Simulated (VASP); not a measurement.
Here is a VASP 6.6.1 calculation.

File INCAR:

```
PREC = Accurate ; ENCUT = 520
EDIFF = 1E-6 ; ISMEAR = -1
SIGMA = 0.05 ; LREAL = F
LASPH = T ; NELM = 80
ALGO = Normal ; ISIF = 2
LWAVE = F ; LCHARG = T
GGA = PE ; LELF = T
LVHAR = T ; NBANDS = 12
```

Contents of KPOINTS:

```
regular mesh
0
Gamma
  16 16 16
```

File POSCAR:

```
Ta
1.0
   -1.3352110555      1.3352110555      1.3352110555
    1.3352110555     -1.3352110555      1.3352110555
    1.3352110555      1.3352110555     -1.3352110555
Ta
1
Direct
    0.0000000000      0.0000000000      0.0000000000
```

Potentials or basis: VASP PAW PBE potentials, release 64 (Ta_pv).

Launch:

```bash
$ cat potpaw_PBE.64/Ta_pv/POTCAR > POTCAR
$ mpirun -np 1 vasp_std > vasp.out
```

Question: What does it give for the pressure?

Answer: 445.8 GPa.
